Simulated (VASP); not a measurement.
# Hf2SnTe6 in VASP: notebook

The runs below take Hf2SnTe6 through single point, with PBE.

Everything below comes from runs of VASP 6.6.1. Logs are shortened: lines on timing, memory, paths and dates and some standing lists are left out, and cuts for length are marked.

**1. The cell of the first run**

Symmetry: P-3m1, No. 164, trigonal system. Conventional cell: a = 4.037 Å, b = 4.037 Å, c = 21.754 Å, α = 90.00°, β = 90.00°, γ = 120.00°. Hf (site symmetry 3m) has 6 Te at 2.91 Å within 3.8 Å. Within 4.1 Å of Sn (site symmetry -3m) lie 6 Te at 2.96 Å and 6 Sn at 4.04 Å. Te (site symmetry 3m) has 3 Hf at 2.91 Å within 3.8 Å. Within 3.8 Å of Te (site symmetry 3m) lie 3 Hf at 2.91 Å. Within 4.1 Å of Te (site symmetry 3m) lie 3 Sn at 2.96 Å and 6 Te at 4.04 Å.

**2. Single point, PBE**

Contents of INCAR:

```
PREC = Accurate
ENCUT = 520
EDIFF = 1E-7
ISMEAR = 0
SIGMA = 0.2
LREAL = F
LASPH = T
NELM = 60
ALGO = Normal
ISIF = 2
LWAVE = F
LCHARG = F
GGA = PE
NBANDS = 45
```

Contents of KPOINTS:

```
regular mesh
0
Gamma
  6 6 1
```

Contents of POSCAR:

```
Hf2SnTe6
1.0
    4.0366651944      0.0000000000      0.0000000000
   -2.0183325972      3.4958546049      0.0000000000
    0.0000000000      0.0000000000     21.7540060000
Hf Sn Te
2 1 6
Direct
    0.0000000000      0.0000000000      0.8350230000
    0.0000000000      0.0000000000      0.1649770000
    0.0000000000      0.0000000000      0.5000000000
    0.3333333333      0.6666666667      0.9152570000
    0.3333333333      0.6666666667      0.2451470000
    0.3333333333      0.6666666667      0.5835810000
    0.6666666667      0.3333333333      0.0847430000
    0.6666666667      0.3333333333      0.4164190000
    0.6666666667      0.3333333333      0.7548530000
```

Potentials or basis: VASP PAW PBE potentials, release 64 (Hf_pv, Sn_d, Te).

The run is started by

```console
cat potpaw_PBE.64/Hf_pv/POTCAR potpaw_PBE.64/Sn_d/POTCAR potpaw_PBE.64/Te/POTCAR > POTCAR
mpirun -np 1 vasp_std > vasp.out
```

OUTCAR:

```text
PREC = Accurate
   ENCUT = 520
   EDIFF = 1E-7
   ISMEAR = 0
   LREAL = F
   LASPH = T
   NELM = 60
   ISIF = 2
   GGA = PE

 ion  position               nearest neighbor table
   1  0.000  0.000  0.835-   9 2.91   9 2.91   9 2.91   4 2.91   4 2.91   4 2.91
   2  0.000  0.000  0.165-   5 2.91   5 2.91   5 2.91   7 2.91   7 2.91   7 2.91
   3  0.000  0.000  0.500-   6 2.96   8 2.96   6 2.96   8 2.96   8 2.96   6 2.96
   4  0.333  0.667  0.915-   1 2.91   1 2.91   1 2.91
   5  0.333  0.667  0.245-   2 2.91   2 2.91   2 2.91
   6  0.333  0.667  0.584-   3 2.96   3 2.96   3 2.96
   7  0.667  0.333  0.085-   2 2.91   2 2.91   2 2.91
   8  0.667  0.333  0.416-   3 2.96   3 2.96   3 2.96
   9  0.667  0.333  0.755-   1 2.91   1 2.91   1 2.91

  LATTYP: Found a hexagonal cell.
 ALAT       =     4.0366651944
 C/A-ratio  =     5.3891033693

  Lattice vectors:

 A1 = (   4.0366651944,   0.0000000000,   0.0000000000)
 A2 = (  -2.0183325972,   3.4958546049,   0.0000000000)
 A3 = (   0.0000000000,   0.0000000000,  21.7540060000)

Analysis of symmetry for initial positions (statically):
=====================================================================
 Subroutine PRICEL returns:
 Original cell was already a primitive cell.

 Routine SETGRP: Setting up the symmetry group for a
 hexagonal supercell.

 Subroutine GETGRP returns: Found 12 space group operations
 (whereof 12 operations were pure point group operations)
 out of a pool of 24 trial point group operations.

The static configuration has the point symmetry D_3d.

Analysis of symmetry for dynamics (positions and initial velocities):
=====================================================================
 Subroutine PRICEL returns:
 Original cell was already a primitive cell.

 Routine SETGRP: Setting up the symmetry group for a
 hexagonal supercell.

 Subroutine GETGRP returns: Found 12 space group operations
 (whereof 12 operations were pure point group operations)
 out of a pool of 24 trial point group operations.

The dynamic configuration has the point symmetry D_3d.

 Subroutine INISYM returns: Found 12 space group operations
 (whereof 12 operations are pure point group operations),
 and found     1 'primitive' translations

----------------------------------------------------------------------------------------

                                     Primitive cell

  volume of cell :     306.9837

  direct lattice vectors                    reciprocal lattice vectors
     4.036665194  0.000000000  0.000000000     0.247729240  0.143026543  0.000000000
    -2.018332597  3.495854605  0.000000000     0.000000000  0.286053087  0.000000000
     0.000000000  0.000000000 21.754006000     0.000000000  0.000000000  0.045968545

  length of vectors
     4.036665194  4.036665194 21.754006000     0.286053087  0.286053087  0.045968545

  position of ions in fractional coordinates (direct lattice)
     0.000000000  0.000000000  0.835023000
     0.000000000  0.000000000  0.164977000
     0.000000000  0.000000000  0.500000000
     0.333333333  0.666666667  0.915257000
     0.333333333  0.666666667  0.245147000
     0.333333333  0.666666667  0.583581000
     0.666666667  0.333333333  0.084743000
     0.666666667  0.333333333  0.416419000
     0.666666667  0.333333333  0.754853000

  ion indices of the primitive-cell ions
   primitive index   ion index
                 1           1
                 2           2
                 3           3
                 4           4
                 5           5
                 6           6
                 7           7
                 8           8
                 9           9

----------------------------------------------------------------------------------------

 KPOINTS: regular mesh

Automatic generation of k-mesh.
 Grid dimensions read from file:
 generate k-points for:    6    6    1

 Generating k-lattice:

  Cartesian coordinates                     Fractional coordinates (reciprocal lattice)
     0.041288207  0.023837757  0.000000000     0.166666667  0.000000000  0.000000000
     0.000000000  0.047675514  0.000000000     0.000000000  0.166666667  0.000000000
     0.000000000  0.000000000  0.045968545     0.000000000  0.000000000  1.000000000

  Length of vectors
     0.047675514  0.047675514  0.045968545

  Shift w.r.t. Gamma in fractional coordinates (k-lattice)
     0.000000000  0.000000000  0.000000000

 Subroutine IBZKPT returns following result:
 ===========================================

 Found      7 irreducible k-points:

 Following reciprocal coordinates:
            Coordinates               Weight
  0.000000  0.000000  0.000000      1.000000
  0.166667  0.000000  0.000000      6.000000
  0.333333  0.000000  0.000000      6.000000
  0.500000  0.000000  0.000000      3.000000
  0.166667  0.166667  0.000000      6.000000
  0.333333  0.166667  0.000000     12.000000
  0.333333  0.333333  0.000000      2.000000
[... 53 lines left out ...]
 maximum number of plane-waves:      8327
 NGX is ok and might be reduce to    30
   NGX = 15   NGY = 15   NGZ = 81

 number of electron      69.9999995 magnetization

 Free energy of the ion-electron system (eV)
  ---------------------------------------------------
  ext. energy  EPLUGINS =         0.00000000
  ---------------------------------------------------
  free energy    TOTEN  =       -47.69099646 eV

  energy without entropy =      -47.61912929  energy(sigma->0) =      -47.65506287

 E-fermi :   4.6294     XC(G=0):  -8.9045

 val. band max:        4.6120817154   @ k =   0.0000   0.0000   0.0000
 cond. band min:       4.6549790368   @ k =   0.5000   0.0000   0.0000
 fundamental gap:      0.0428973213
 Fermi energy:         4.6293623100

 k-point     1 :       0.0000    0.0000    0.0000
  band No.  band energies     occupation
      1     -27.0935      2.00000
      2     -27.0935      2.00000
      3     -27.0935      2.00000
      4     -27.0935      2.00000
      5     -27.0916      2.00000
      6     -27.0916      2.00000
[... 37 lines left out ...]
     44       7.9042      0.00000
     45       7.9042      0.00000

 k-point     2 :       0.1667    0.0000    0.0000
  band No.  band energies     occupation
      1     -27.1071      2.00000
      2     -27.1071      2.00000
      3     -27.0966      2.00000
      4     -27.0966      2.00000
      5     -27.0886      2.00000
      6     -27.0886      2.00000
[... 37 lines left out ...]
     44       7.8419      0.00000
     45       8.0789      0.00000

 k-point     3 :       0.3333    0.0000    0.0000
  band No.  band energies     occupation
      1     -27.1340      2.00000
      2     -27.1340      2.00000
      3     -27.1029      2.00000
      4     -27.1029      2.00000
      5     -27.0827      2.00000
      6     -27.0827      2.00000
[... 37 lines left out ...]
     44       8.0669      0.00000
     45       8.4481      0.00000

 k-point     4 :       0.5000    0.0000    0.0000
  band No.  band energies     occupation
      1     -27.1474      2.00000
      2     -27.1474      2.00000
      3     -27.1060      2.00000
      4     -27.1060      2.00000
      5     -27.0798      2.00000
      6     -27.0798      2.00000
[... 37 lines left out ...]
     44       7.6836      0.00000
     45       8.0630      0.00000

 k-point     5 :       0.1667    0.1667    0.0000
  band No.  band energies     occupation
      1     -27.1247      2.00000
      2     -27.1247      2.00000
      3     -27.1040      2.00000
      4     -27.1040      2.00000
      5     -27.0842      2.00000
      6     -27.0842      2.00000
[... 37 lines left out ...]
     44       7.7385      0.00000
     45       7.9866      0.00000

 k-point     6 :       0.3333    0.1667    0.0000
  band No.  band energies     occupation
      1     -27.1404      2.00000
      2     -27.1404      2.00000
      3     -27.1130      2.00000
      4     -27.1130      2.00000
      5     -27.0798      2.00000
      6     -27.0798      2.00000
[... 37 lines left out ...]
     44       7.9068      0.00000
     45       8.0855      0.00000

 k-point     7 :       0.3333    0.3333    0.0000
  band No.  band energies     occupation
      1     -27.1308      2.00000
      2     -27.1308      2.00000
      3     -27.1308      2.00000
      4     -27.1308      2.00000
      5     -27.0784      2.00000
      6     -27.0784      2.00000
[... 37 lines left out ...]
     44       8.0200      0.00000
     45       8.2320      0.00000

------------------------ aborting loop because EDIFF is reached ----------------------------------------

  FORCE on cell =-STRESS in cart. coord.  units (eV):
  Direction    XX          YY          ZZ          XY          YZ          ZX
  --------------------------------------------------------------------------------------
  -------------------------------------------------------------------------------------
  Total       -0.4402688     -0.4402688      0.1756957      0.0000000      0.0000000      0.0000000
  in kB       -2.2978048     -2.2978048      0.9169728      0.0000000      0.0000000      0.0000000
  external PRESSURE =      -1.2262123 kB  Pullay stress =       0.0000000 kB

 VOLUME and BASIS-vectors are now :
 -----------------------------------------------------------------------------
  energy-cutoff  :      520.00
  volume of cell :      306.98
      direct lattice vectors                 reciprocal lattice vectors
     4.036665194  0.000000000  0.000000000     0.247729240  0.143026543  0.000000000
    -2.018332597  3.495854605  0.000000000     0.000000000  0.286053087  0.000000000
     0.000000000  0.000000000 21.754006000     0.000000000  0.000000000  0.045968545

 POSITION                                       TOTAL-FORCE (eV/Angst)
 -----------------------------------------------------------------------------------
      0.00000      0.00000     18.16510        -0.000000      0.000000     -0.003888
      0.00000      0.00000      3.58891        -0.000000     -0.000000      0.003888
      0.00000      0.00000     10.87700        -0.000000      0.000000     -0.000000
     -0.00000      2.33057     19.91051         0.000000      0.000000     -0.000803
     -0.00000      2.33057      5.33293         0.000000      0.000000     -0.002039
     -0.00000      2.33057     12.69522        -0.000000      0.000000      0.029224
      2.01833      1.16528      1.84350        -0.000000     -0.000000      0.000803
      2.01833      1.16528      9.05878         0.000000      0.000000     -0.029224
      2.01833      1.16528     16.42108         0.000000      0.000000      0.002039
 -----------------------------------------------------------------------------------
    total drift:                               -0.000000      0.000000      0.000000

  FREE ENERGIE OF THE ION-ELECTRON SYSTEM (eV)
  ---------------------------------------------------
  free  energy   TOTEN  =       -47.6909964582 eV

  energy  without entropy=      -47.6191292905  energy(sigma->0) =      -47.65506287
```

Run time: 2.6 min. Hardware: 1 thread of Intel Xeon 6975P-C (Granite Rapids), shared host; peak memory 0.42 GiB.

Results:

- Free energy: -47.6910 eV
- Pressure: -0.1 GPa
- Largest force: 0.029 eV/Å
- Band gap on the k mesh: zero (bands 35 and 36 overlap by 0.46 eV)

Forces in eV/Å, atoms in the order of the input:
```
Hf   0.000  0.000 -0.004
Hf   0.000  0.000  0.004
Sn   0.000  0.000  0.000
Te   0.000  0.000 -0.001
Te   0.000  0.000 -0.002
Te   0.000  0.000  0.029
Te   0.000  0.000  0.001
Te   0.000  0.000 -0.029
Te   0.000  0.000  0.002
```

Caveat: spin-orbit coupling is left out, which moves the levels of the heavy elements; this functional lacks dispersion, which binds layers or chains, so the pressure and a relaxed spacing across them are unreliable.

**3. Single point, PBE**

This run uses another cell than the first one, of 34.24 Å³/atom.

Contents of INCAR:

```
PREC     = Accurate       # precision mode
ENCUT    = 520            # plane-wave cutoff, eV
EDIFF    = 1E-7           # SCF threshold, eV
ISMEAR   = 0              # smearing method
SIGMA    = 0.2            # smearing width, eV
LREAL    = F              # projectors in reciprocal space
LASPH    = T              # aspherical terms in the spheres
NELM     = 100            # most SCF steps
ALGO     = Normal         # electronic algorithm
ISIF     = 2              # what is computed and relaxed
LWAVE    = F              # write WAVECAR
LCHARG   = T              # write CHGCAR
GGA      = PE             # functional
LELF     = T              # ELF
LVHAR    = T            
NBANDS   = 45             # bands
```

Contents of KPOINTS:

```
Automatic mesh
0
Gamma
  6 6 1
```

Contents of POSCAR:

```
Hf2SnTe6
1.0
    4.0287358797     -0.0004243628      0.0076568011
   -2.0146360658      3.4875403928     -0.0011108094
    0.0405154105      0.0136944443     21.9355552212
Hf Sn Te
2 1 6
Direct
    0.0021409558     -0.0012406522      0.8343404462
   -0.0066143621     -0.0022340456      0.1657888307
    0.0048672965      0.0037272489      0.4998502743
    0.3336633823      0.6651442888      0.9142248050
    0.3242477439      0.6636397425      0.2456169420
    0.3362572850      0.6696185464      0.5831141710
    0.6617437967      0.3314944059      0.0859352716
    0.6728717056      0.3376449577      0.4166440318
    0.6708221964      0.3322055076      0.7544852274
```

Potentials or basis: VASP PAW PBE potentials, release 64 (Hf_pv, Sn_d, Te).

The run is started by

```console
cat potpaw_PBE.64/Hf_pv/POTCAR potpaw_PBE.64/Sn_d/POTCAR potpaw_PBE.64/Te/POTCAR > POTCAR
mpirun -np 1 vasp_std > vasp.out
```

It took 7.7 min on 1 thread of Intel Xeon 6975P-C (Granite Rapids), shared host; peak memory 0.56 GiB.

Results (log left out):

- Free energy: -47.6928 eV
- Pressure: -0.1 GPa
- Largest force: 0.031 eV/Å
- Band gap on the k mesh: zero (bands 35 and 36 overlap by 0.50 eV)

Forces on the atoms (eV/Å):
```
Hf   0.002 -0.001 -0.007
Hf  -0.003 -0.002  0.007
Sn  -0.003  0.000  0.005
Te   0.002 -0.006 -0.021
Te   0.005  0.001 -0.025
Te  -0.001  0.001  0.004
Te   0.000  0.001  0.016
Te   0.003 -0.001 -0.008
Te  -0.004  0.007  0.029
```

Levels at points of the mesh, in eV from the Fermi level:
| k point | band 32 | band 33 | band 34 | band 35 | band 36 | band 37 | band 38 | band 39 |
| --- | --- | --- | --- | --- | --- | --- | --- | --- |
| (0.00, 0.00, 0.00) | 0.16 | 0.17 | 0.20 | 0.21 | 0.77 | 0.85 | 0.86 | 0.86 |
| (0.50, 0.00, 0.00) | -1.43 | -1.21 | -1.14 | -0.54 | -0.30 | 0.02 | 0.14 | 2.24 |
| (0.00, 0.50, 0.00) | -1.42 | -1.21 | -1.14 | -0.54 | -0.29 | 0.02 | 0.14 | 2.24 |
| (0.50, 0.50, 0.00) | -1.43 | -1.21 | -1.14 | -0.54 | -0.29 | 0.02 | 0.14 | 2.24 |

Caveat: spin-orbit coupling is left out, which moves the levels of the heavy elements.

**4. Single point, PBE**

Contents of INCAR:

```
SYSTEM = Hf2SnTe6
PREC = Accurate ; ENCUT = 520
EDIFF = 1E-6 ; ISMEAR = 0
SIGMA = 0.1 ; LREAL = .FALSE.
LASPH = .TRUE. ; NELM = 60
ALGO = Normal ; ISIF = 2
LWAVE = .FALSE. ; LCHARG = .FALSE.
GGA = PE ; NBANDS = 45
```

Contents of KPOINTS:

```
regular mesh
0
G
  12 12 2
  0 0 0
```

Contents of POSCAR:

```
Hf2SnTe6
1.0
    4.0366651944      0.0000000000      0.0000000000
   -2.0183325972      3.4958546049      0.0000000000
    0.0000000000      0.0000000000     21.7540060000
Hf Sn Te
2 1 6
Direct
    0.0000000000      0.0000000000      0.8350230000
    0.0000000000      0.0000000000      0.1649770000
    0.0000000000      0.0000000000      0.5000000000
    0.3333333333      0.6666666667      0.9152570000
    0.3333333333      0.6666666667      0.2451470000
    0.3333333333      0.6666666667      0.5835810000
    0.6666666667      0.3333333333      0.0847430000
    0.6666666667      0.3333333333      0.4164190000
    0.6666666667      0.3333333333      0.7548530000
```

The run is started by

```console
cat potpaw_PBE.64/Hf_pv/POTCAR potpaw_PBE.64/Sn_d/POTCAR potpaw_PBE.64/Te/POTCAR > POTCAR
mpirun -np 1 vasp_std > vasp.out
```

Run time: 7.5 min. Hardware: 1 thread of Intel Xeon 6975P-C (Granite Rapids), shared host; peak memory 0.7 GiB.

It converged, with:

| Quantity | Value |
| --- | --- |
| Free energy | -47.7181 eV |
| Pressure | -0.1 GPa |
| Largest force | 0.025 eV/Å |
| Band gap on the k mesh | zero (bands 35 and 36 overlap by 0.52 eV) |

Forces in eV/Å, atoms in the order of the input:
```
Hf   0.000  0.000 -0.001
Hf   0.000  0.000  0.001
Sn   0.000  0.000  0.000
Te   0.000  0.000 -0.025
Te   0.000  0.000 -0.025
Te   0.000  0.000  0.012
Te   0.000  0.000  0.025
Te   0.000  0.000 -0.012
Te   0.000  0.000  0.025
```

Levels at points of the mesh, in eV from the Fermi level:
```csv
k point,band 32,band 33,band 34,band 35,band 36,band 37,band 38,band 39
"(0.00, 0.00, 0.00)",0.17,0.17,0.22,0.22,0.79,0.85,0.85,0.86
"(0.50, 0.00, 0.00)",-1.36,-1.21,-1.13,-0.50,-0.25,0.04,0.17,2.21
"(0.00, 0.00, 0.50)",0.16,0.16,0.22,0.22,0.85,0.85,0.86,0.86
"(0.50, 0.00, 0.50)",-1.38,-1.22,-1.12,-0.50,-0.30,0.12,0.13,2.21
```

Caveat: spin-orbit coupling is left out, which moves the levels of the heavy elements; this functional lacks dispersion, which binds layers or chains, so the pressure and a relaxed spacing across them are unreliable.

**5. Overview**

| cell | k mesh | smearing | gap on the mesh (eV) | pressure (GPa) | largest force (eV/Å) |
| --- | --- | --- | --- | --- | --- |
| a = 4.037, b = 4.037, c = 21.754 Å, angles 90.0, 90.0, 120.0°, 9 atoms, atomic positions A | 6 × 6 × 1 | gaussian 0.2 eV | none | -0.1 | 0.03 |
| a = 4.029, b = 4.028, c = 21.936 Å, angles 90.0, 89.8, 120.0°, 9 atoms, atomic positions B | 6 × 6 × 1 | gaussian 0.2 eV | none | -0.1 | 0.03 |
| a = 4.037, b = 4.037, c = 21.754 Å, angles 90.0, 90.0, 120.0°, 9 atoms, atomic positions A | 12 × 12 × 2 | gaussian 0.1 eV | none | -0.1 | 0.03 |

Alike in all rows: task single point; level PBE; potentials or basis VASP PAW PBE potentials, release 64 (Hf_pv, Sn_d, Te); no spin polarisation; cutoff (eV) 520.

Caveats: spin-orbit coupling is left out, which moves the levels of the heavy elements; this functional lacks dispersion, which binds layers or chains, so the pressure and a relaxed spacing across them are unreliable (at least some runs).

Total energies depend on the potentials used, so only differences within one code and one set of settings carry meaning.

The gap in the log of VASP goes by the Fermi energy; the results here count the filled bands.